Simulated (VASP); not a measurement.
A run of VASP 6.6.1:

The input INCAR:

```
ALGO = Normal
EDIFF = 1E-6
ENCUT = 500
GGA = PE
GGA_COMPAT = False
ISIF = 2
ISMEAR = 0
LASPH = True
LCHARG = True
LDAU = True
LDAUJ = 0 0
LDAUL = 2 -1
LDAUPRINT = 1
LDAUTYPE = 2
LDAUU = 0.86 0
LELF = True
LMAXMIX = 4
LREAL = False
LVHAR = True
LWAVE = False
NBANDS = 14
NELM = 200
PREC = Accurate
SIGMA = 0.1
```

Contents of KPOINTS:

```
k-points
0
Gamma
  6 6 6
```

The input POSCAR:

```
HfB
1.0
    0.0000000000      2.3100000000      2.3100000000
    2.3100000000      0.0000000000      2.3100000000
    2.3100000000      2.3100000000      0.0000000000
Hf B
1 1
Direct
    0.5000000000      0.5000000000      0.5000000000
    0.0000000000      0.0000000000      0.0000000000
```

Potentials or basis: VASP PAW PBE potentials, release 64 (Hf_pv, B).

Command:

```console
$ cat potpaw_PBE.64/Hf_pv/POTCAR potpaw_PBE.64/B/POTCAR > POTCAR
$ mpirun -np 1 vasp_std > vasp.out
```

Hardware: 1 thread of Intel Xeon 8259CL (shared host).

Problem. How long does it take, and how much memory?

Solution. Wall time 10 s on 1 thread of Intel Xeon 8259CL, on a shared host, peak memory 0.14 GiB. Counts: scf iterations 12, k points 16.
